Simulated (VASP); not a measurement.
# Cr (P6_3/mmc) in VASP: further runs

Runs on Cr. Level: revPBE. Tasks: single point.

Program: VASP 6.6.1. These are calculated values, not measurements. Logs are shortened: lines on timing, memory, paths and dates and some standing lists are left out, and cuts for length are marked.

**1. The cell of the first run**

It takes space group P6_3/mmc (No. 194, hexagonal). Conventional cell: a = 2.606 Å, b = 2.606 Å, c = 9.203 Å, α = 90.00°, β = 90.00°, γ = 120.00°. Cr (site symmetry -3m) has 12 Cr at 2.61 to 2.75 Å within 3.4 Å. Cr (site symmetry -6m2) has 12 Cr at 2.61 to 2.75 Å within 3.4 Å.

This isn't the form of Cr at room conditions, which is bcc.

**2. Single point, revPBE, collinear spin, ferromagnetic start (13.53 Å³/atom)**

The input, INCAR:

```
PREC = Accurate
ENCUT = 500
EDIFF = 1E-6
ISMEAR = -1
SIGMA = 0.05
LREAL = False
LASPH = True
NELM = 200
ALGO = Normal
ISIF = 2
LWAVE = False
LCHARG = False
ISPIN = 2
MAGMOM = 1.5 1.5 1.5 1.5
LORBIT = 11
LMAXMIX = 4
GGA = RE
NBANDS = 36
GGA_COMPAT = False
```

The input, KPOINTS:

```
regular mesh
0
Gamma
  16 16 4
```

The input, POSCAR:

```
Cr
1.0
    2.6061583264      0.0000000000      0.0000000000
   -1.3030791632      2.2569993170      0.0000000000
    0.0000000000      0.0000000000      9.2029657953
Cr
4
Direct
    1.0000000000      1.0000000000      1.0000000000
    1.0000000000      1.0000000000      0.5000000000
    0.3333333333      0.6666666667      0.2500000000
    0.6666666667      0.3333333333      0.7500000000
```

Potentials or basis: VASP PAW PBE potentials, release 64 (Cr_pv).

The run is started by

```sh
> cat potpaw_PBE.64/Cr_pv/POTCAR > POTCAR
> mpirun -np 1 vasp_std > vasp.out
```

OUTCAR:

```text
PREC = Accurate
   ENCUT = 500
   EDIFF = 1E-6
   ISMEAR = -1
   LREAL = False
   LASPH = True
   NELM = 200
   ISIF = 2
   ISPIN = 2
   LORBIT = 11
   GGA = RE

 ion  position               nearest neighbor table
   1  0.000  0.000  0.000-   3 2.75   4 2.75   4 2.75   3 2.75   4 2.75   3 2.75
   2  0.000  0.000  0.500-   3 2.75   4 2.75   4 2.75   3 2.75   4 2.75   3 2.75
   3  0.333  0.667  0.250-   1 2.75   2 2.75   1 2.75   2 2.75   1 2.75   2 2.75
   4  0.667  0.333  0.750-   1 2.75   2 2.75   1 2.75   2 2.75   1 2.75   2 2.75

  LATTYP: Found a hexagonal cell.
 ALAT       =     2.6061583264
 C/A-ratio  =     3.5312381838

  Lattice vectors:

 A1 = (   2.6061583264,   0.0000000000,   0.0000000000)
 A2 = (  -1.3030791632,   2.2569993170,   0.0000000000)
 A3 = (   0.0000000000,   0.0000000000,   9.2029657953)

Analysis of symmetry for initial positions (statically):
=====================================================================
 Subroutine PRICEL returns:
 Original cell was already a primitive cell.

 Routine SETGRP: Setting up the symmetry group for a
 hexagonal supercell.

 Subroutine GETGRP returns: Found 24 space group operations
 (whereof 12 operations were pure point group operations)
 out of a pool of 24 trial point group operations.

The static configuration has the point symmetry D_3d.
 The point group associated with its full space group is D_6h.

Analysis of symmetry for dynamics (positions and initial velocities):
=====================================================================
 Subroutine PRICEL returns:
 Original cell was already a primitive cell.

 Routine SETGRP: Setting up the symmetry group for a
 hexagonal supercell.

 Subroutine GETGRP returns: Found 24 space group operations
 (whereof 12 operations were pure point group operations)
 out of a pool of 24 trial point group operations.

The dynamic configuration has the point symmetry D_3d.
 The point group associated with its full space group is D_6h.

Analysis of structural, dynamic, and magnetic symmetry:
=====================================================================
 Subroutine PRICEL returns:
 Original cell was already a primitive cell.

 Routine SETGRP: Setting up the symmetry group for a
 hexagonal supercell.

 Subroutine GETGRP returns: Found 24 space group operations
 (whereof 12 operations were pure point group operations)
 out of a pool of 24 trial point group operations.

The overall configuration has the point symmetry D_3d.
 The point group associated with its full space group is D_6h.

 Subroutine INISYM returns: Found 24 space group operations
 (whereof 12 operations are pure point group operations),
 and found     1 'primitive' translations

----------------------------------------------------------------------------------------

                                     Primitive cell

  volume of cell :      54.1327

  direct lattice vectors                    reciprocal lattice vectors
     2.606158326  0.000000000  0.000000000     0.383706542  0.221533075  0.000000000
    -1.303079163  2.256999317  0.000000000     0.000000000  0.443066151  0.000000000
     0.000000000  0.000000000  9.202965795     0.000000000  0.000000000  0.108660623

  length of vectors
     2.606158326  2.606158326  9.202965795     0.443066151  0.443066151  0.108660623

  position of ions in fractional coordinates (direct lattice)
     0.000000000  0.000000000  0.000000000
     0.000000000  0.000000000  0.500000000
     0.333333333  0.666666667  0.250000000
     0.666666667  0.333333333  0.750000000

  ion indices of the primitive-cell ions
   primitive index   ion index
                 1           1
                 2           2
                 3           3
                 4           4

----------------------------------------------------------------------------------------

 KPOINTS: regular mesh

Automatic generation of k-mesh.
 Grid dimensions read from file:
 generate k-points for:   16   16    4

 Generating k-lattice:

  Cartesian coordinates                     Fractional coordinates (reciprocal lattice)
     0.023981659  0.013845817  0.000000000     0.062500000  0.000000000  0.000000000
     0.000000000  0.027691634  0.000000000     0.000000000  0.062500000  0.000000000
     0.000000000  0.000000000  0.027165156     0.000000000  0.000000000  0.250000000

  Length of vectors
     0.027691634  0.027691634  0.027165156

  Shift w.r.t. Gamma in fractional coordinates (k-lattice)
     0.000000000  0.000000000  0.000000000

 Subroutine IBZKPT returns following result:
 ===========================================

 Found     90 irreducible k-points:

 Following reciprocal coordinates:
            Coordinates               Weight
  0.000000  0.000000  0.000000      1.000000
  0.062500  0.000000  0.000000      6.000000
  0.125000  0.000000  0.000000      6.000000
  0.187500 -0.000000  0.000000      6.000000
  0.250000  0.000000  0.000000      6.000000
  0.312500  0.000000  0.000000      6.000000
[... 16 lines left out ...]
  0.187500  0.187500  0.000000      6.000000
  0.250000  0.187500  0.000000     12.000000
 [... further k-points ...]
   k-points           NKPTS =     90   k-points in BZ     NKDIM =     90   number of bands    NBANDS=     36
   number of dos      NEDOS =    301   number of ions     NIONS =      4
   total plane-waves  NPLWV =  28000
   dimension x,y,z NGX =    20 NGY =   20 NGZ =   70
   dimension x,y,z NGXF=    40 NGYF=   40 NGZF=  140
   ions per type =               4
   NGX,Y,Z   is equivalent  to a cutoff of  12.76, 12.76, 12.65 a.u.
   NGXF,Y,Z  is equivalent  to a cutoff of  25.52, 25.52, 25.29 a.u.
 SYSTEM =  unknown system
   PREC   = accura    normal or accurate (medium, high low for compatibility)
   ISTART =      0    job   : 0-new  1-cont  2-samecut
   ICHARG =      2    charge: 1-file 2-atom 10-const
   ISPIN  =      2    spin polarized calculation?
   LNONCOLLINEAR =      F non collinear calculations
   LSORBIT =      F    spin-orbit coupling
   LASPH  =      T    aspherical Exc in radial PAW
   ENCUT  =  500.0 eV  36.75 Ry    6.06 a.u.   4.75  4.75 16.78*2*pi/ulx,y,z
   NELM   =    200;   NELMIN=  2; NELMDL= -5     # of ELM steps
   EDIFF  = 0.1E-05   stopping-criterion for ELM
   LREAL  =      F    real-space projection
   EDIFFG = 0.1E-04   stopping-criterion for IOM
   NSW    =      0    number of steps for IOM
   IBRION =     -1    ionic relax: 0-MD 1-quasi-New 2-CG
   NFREE  =      0    steps in history (QN), initial steepest desc. (CG)
   ISIF   =      2    stress and relaxation
   ISYM   =      2    0-nonsym 1-usesym 2-fastsym
   POTIM  = 0.5000    time-step for ionic-motion
   TEBEG  =    0.0;   TEEND  =   0.0 temperature during run
   PSTRESS=    0.0 pullay stress
   NELECT =      48.0000    total number of electrons
   NUPDOWN=      -1.0000    fix difference up-down
   EMIN   =  10.00;   EMAX   =-10.00  energy-range for DOS
   EFERMI =   0.00;   METHOD = LEGACY
   ISMEAR =    -1;   SIGMA  =   0.05  broadening in eV -4-tet -1-fermi 0-gaus
   EFERMI_NEDOS =   21; number of points for ismear=-14 and -15
   IALGO  =     38    algorithm
   IMIX   =      4    mixing-type and parameters
     AMIX     =   0.40;   BMIX     =  1.00
     AMIX_MAG =   1.60;   BMIX_MAG =  1.00
  volume/ion in A,a.u.               =      13.53        91.33
  Fermi-wavevector in a.u.,A,eV,Ry     =   1.572782  2.972127 33.655965  2.473644
  Thomas-Fermi vector in A             =   2.674165
   LORBIT       =     11    0 simple, 1 ext, 2 COOP (PROOUT), +10 PAW based schemes
   GGA     = RE    functional components
   LHFCALC =     F    Hartree Fock is set to
   AEXX    =    0.0000 exact exchange contribution
   IVDW    =     0    specifies the selected vdW correction
   LEPSILON=     F    determine dielectric tensor
   LRPA    =     F    only Hartree local field effects (RPA)
 spin polarized calculation
  energy-cutoff  :      500.00
  volume of cell :       54.13
 maximum number of plane-waves:      1392
 NGX is ok and might be reduce to    20
   NGX =  9   NGY =  9   NGZ = 33

 number of electron      48.0000023 magnetization       0.0193696

 number of electron      48.0000023 magnetization      -0.0035941

 Free energy of the ion-electron system (eV)
  ---------------------------------------------------
  ext. energy  EPLUGINS =         0.00000000
  ---------------------------------------------------
  free energy    TOTEN  =       -34.47023464 eV

  energy without entropy =      -34.40878429  energy(sigma->0) =      -34.43950946

 E-fermi :   8.8074     XC(G=0): -12.6742

 val. band max:        8.8024110981   @ k =   0.1250   0.0000   0.0000
 cond. band min:       8.8247516630   @ k =   0.1250   0.0000   0.2500
 fundamental gap:      0.0223405649
 Fermi energy:         8.8073523450

 spin component 1

 k-point     1 :       0.0000    0.0000    0.0000
  band No.  band energies     occupation
      1     -34.4290      1.00000
      2     -34.2144      1.00000
      3     -34.2066      1.00000
      4     -33.9866      1.00000
      5     -33.8739      1.00000
      6     -33.8739      1.00000
[... 28 lines left out ...]
     35      10.7044      0.00000
     36      10.7044      0.00000
[... 866 lines left out ...]
      6     -34.1074      1.00000
[... 28 lines left out ...]
     35      12.1493      0.00000
     36      16.1805      0.00000

 [... further k-points ...]

 spin component 2

 k-point     1 :       0.0000    0.0000    0.0000
  band No.  band energies     occupation
      1     -34.4300      1.00000
      2     -34.2158      1.00000
      3     -34.2070      1.00000
      4     -33.9876      1.00000
      5     -33.8750      1.00000
      6     -33.8750      1.00000
[... 28 lines left out ...]
     35      10.7031      0.00000
     36      10.7031      0.00000
[... 866 lines left out ...]
      6     -34.1082      1.00000
[... 28 lines left out ...]
     35      12.1487      0.00000
     36      16.1878      0.00000

 [... further k-points ...]

------------------------ aborting loop because EDIFF is reached ----------------------------------------

  FORCE on cell =-STRESS in cart. coord.  units (eV):
  Direction    XX          YY          ZZ          XY          YZ          ZX
  --------------------------------------------------------------------------------------
  -------------------------------------------------------------------------------------
  Total       -7.1692198     -7.1692198     -6.4936487     -0.0000000     -0.0000000     -0.0000000
  in kB     -212.1887942   -212.1887942   -192.1937860     -0.0000000     -0.0000000     -0.0000000
  external PRESSURE =    -205.5237915 kB  Pullay stress =       0.0000000 kB

 VOLUME and BASIS-vectors are now :
 -----------------------------------------------------------------------------
  energy-cutoff  :      500.00
  volume of cell :       54.13
      direct lattice vectors                 reciprocal lattice vectors
     2.606158326  0.000000000  0.000000000     0.383706542  0.221533075  0.000000000
    -1.303079163  2.256999317  0.000000000     0.000000000  0.443066151  0.000000000
     0.000000000  0.000000000  9.202965795     0.000000000  0.000000000  0.108660623

 POSITION                                       TOTAL-FORCE (eV/Angst)
 -----------------------------------------------------------------------------------
      0.00000      0.00000      0.00000        -0.000000      0.000000     -0.000000
      0.00000      0.00000      4.60148        -0.000000      0.000000     -0.000000
     -0.00000      1.50467      2.30074         0.000000      0.000000     -0.000000
      1.30308      0.75233      6.90222        -0.000000      0.000000      0.000000
 -----------------------------------------------------------------------------------
    total drift:                                0.000000     -0.000000      0.000000

  FREE ENERGIE OF THE ION-ELECTRON SYSTEM (eV)
  ---------------------------------------------------
  free  energy   TOTEN  =       -34.4702346389 eV

  energy  without entropy=      -34.4087842903  energy(sigma->0) =      -34.43950946

 total charge

# of ion       s       p       d       tot
------------------------------------------
    1        0.407   6.303   4.075  10.786
    2        0.407   6.303   4.075  10.786
    3        0.407   6.305   4.070  10.782
    4        0.407   6.305   4.070  10.782
--------------------------------------------------
tot          1.629  25.216  16.291  43.136

 magnetization (x)

# of ion       s       p       d       tot
------------------------------------------
    1       -0.000   0.000  -0.000  -0.000
    2       -0.000   0.000  -0.000  -0.000
    3       -0.000  -0.000  -0.001  -0.001
    4       -0.000  -0.000  -0.001  -0.001
--------------------------------------------------
tot         -0.000  -0.000  -0.003  -0.003
```

It took 6.7 min on 1 thread of Intel Xeon Platinum 8259CL at 2.50GHz (Skylake/Cascade Lake), shared host; peak memory 0.34 GiB.

Results:

* Free energy: -34.4702 eV
* Pressure: -20.6 GPa
* Band gap on the k mesh: zero (filled and empty bands overlap)
* Net moment: 0.00 μB per cell
* Valence electrons inside the program's atomic spheres: Cr 10.79, 10.78 (each value once)

Caveat: the cell stands under tension; the PAW data sets were made with another functional, which shifts forces and pressure a little.

**3. Single point, revPBE, collinear spin, antiferromagnetic start (13.53 Å³/atom)**

The input, INCAR:

```
ALGO = Normal
EDIFF = 1E-6
ENCUT = 500
GGA = RE
GGA_COMPAT = F
ISIF = 2
ISMEAR = -1
ISPIN = 2
LASPH = T
LCHARG = F
LMAXMIX = 4
LORBIT = 11
LREAL = F
LWAVE = F
MAGMOM = 1.5 1.5 -1.5 -1.5
NBANDS = 36
NELM = 200
PREC = Accurate
SIGMA = 0.05
```

The input, KPOINTS:

```
k-points
0
Gamma
  16 16 4
```

The input, POSCAR:

```
Cr
1.0
    2.6061582202      0.0000000000      0.0000000000
   -1.3030791101      2.2569992250      0.0000000000
    0.0000000000      0.0000000000      9.2029703683
Cr
4
Direct
    1.0000000000      1.0000000000      0.0000000000
    1.0000000000      1.0000000000      0.5000000000
    0.3333333333      0.6666666667      0.2500000000
    0.6666666667      0.3333333333      0.7500000000
```

Potentials or basis: VASP PAW PBE potentials, release 64 (Cr_pv).

The run is started by

```sh
> cat potpaw_PBE.64/Cr_pv/POTCAR > POTCAR
> mpirun -np 1 vasp_std > vasp.out
```

OUTCAR:

```text
EDIFF = 1E-6
   ENCUT = 500
   GGA = RE
   ISIF = 2
   ISMEAR = -1
   ISPIN = 2
   LASPH = T
   LORBIT = 11
   LREAL = F
   NELM = 200
   PREC = Accurate

 ion  position               nearest neighbor table
   1  0.000  0.000  0.000-   3 2.75   4 2.75   4 2.75   3 2.75   4 2.75   3 2.75
   2  0.000  0.000  0.500-   3 2.75   4 2.75   4 2.75   3 2.75   4 2.75   3 2.75
[... 2107 lines left out ...]
  energy-cutoff  :      500.00
  volume of cell :       54.13
      direct lattice vectors                 reciprocal lattice vectors
     2.606158220  0.000000000  0.000000000     0.383706558  0.221533084  0.000000000
    -1.303079110  2.256999225  0.000000000     0.000000000  0.443066169  0.000000000
     0.000000000  0.000000000  9.202970368     0.000000000  0.000000000  0.108660569

 POSITION                                       TOTAL-FORCE (eV/Angst)
 -----------------------------------------------------------------------------------
      0.00000      0.00000      0.00000        -0.000000      0.000000      0.000000
      0.00000      0.00000      4.60149        -0.000000      0.000000      0.000000
     -0.00000      1.50467      2.30074         0.000000     -0.000000     -0.000000
      1.30308      0.75233      6.90223        -0.000000      0.000000      0.000000
 -----------------------------------------------------------------------------------
    total drift:                                0.000000     -0.000000      0.000000

  FREE ENERGIE OF THE ION-ELECTRON SYSTEM (eV)
  ---------------------------------------------------
  free  energy   TOTEN  =       -34.4702329454 eV

  energy  without entropy=      -34.4087829070  energy(sigma->0) =      -34.43950793

 total charge

# of ion       s       p       d       tot
------------------------------------------
    1        0.407   6.303   4.075  10.786
    2        0.407   6.303   4.075  10.786
    3        0.407   6.305   4.070  10.782
    4        0.407   6.305   4.070  10.782
--------------------------------------------------
tot          1.629  25.216  16.291  43.136

 magnetization (x)

# of ion       s       p       d       tot
------------------------------------------
    1       -0.000   0.000   0.000   0.000
    2       -0.000   0.000   0.000   0.000
    3       -0.000  -0.000  -0.000  -0.000
    4       -0.000  -0.000  -0.000  -0.000
--------------------------------------------------
tot         -0.000   0.000   0.000   0.000
```

OSZICAR:

```text
N       E                     dE             d eps       ncg     rms          rms(c)
DAV:   1     0.588147254907E+03    0.58815E+03   -0.25791E+04 13000   0.157E+03
DAV:   2    -0.107589558359E+02   -0.59891E+03   -0.57535E+03 13056   0.492E+02
DAV:   3    -0.397938303401E+02   -0.29035E+02   -0.26955E+02 14028   0.127E+02
[... 14 lines left out ...]
DAV:  18    -0.344702078451E+02   -0.28074E-04   -0.14542E-05 15776   0.289E-02    0.249E-02
DAV:  19    -0.344702276641E+02   -0.19819E-04   -0.39307E-05 14712   0.812E-02    0.144E-02
DAV:  20    -0.344702315367E+02   -0.38726E-05   -0.11375E-05 13524   0.229E-02    0.846E-03
DAV:  21    -0.344702325779E+02   -0.10412E-05   -0.72544E-07  7004   0.714E-03    0.270E-03
DAV:  22    -0.344702329454E+02   -0.36751E-06   -0.23542E-07  6836   0.390E-03
   1 F= -.34470233E+02 E0= -.34439508E+02  d E =-.614500E-01  mag=     0.0000
```

stdout:

```text
POSCAR found type information on POSCAR Cr
 POSCAR found :  1 types and       4 ions
 scaLAPACK will be used
 -----------------------------------------------------------------------------
|                                                                             |
|                                                                             |
|     You enforced a specific xc type in the INCAR file but a different       |
|     I HOPE YOU KNOW WHAT YOU ARE DOING!                                     |
|                                                                             |
 -----------------------------------------------------------------------------

 LDA part: xc-table for (Slater+PW92), standard interpolation
 POSCAR, INCAR and KPOINTS ok, starting setup
 FFT: planning ... GRIDC
 FFT: planning ... GRID_SOFT
 FFT: planning ... GRID
 WAVECAR not read
 entering main loop
```

It took 11 min on 1 thread of Intel Xeon 8259CL, shared host; peak memory 0.34 GiB.

What came out:

```
Free energy                                           : -34.4702 eV
Pressure                                              : -20.5 GPa
Band gap on the k mesh                                : zero (filled and empty bands overlap)
Net moment                                            : 0.00 μB per cell
Valence electrons inside the program's atomic spheres : Cr 10.79, 10.78 (each value once)
```

Stress tensor (GPa, compression positive):
```
-21.19   0.00   0.00
  0.00 -21.19   0.00
  0.00   0.00 -19.19
```

Caveat: the cell stands under tension; the PAW data sets were made with another functional, which shifts forces and pressure a little.
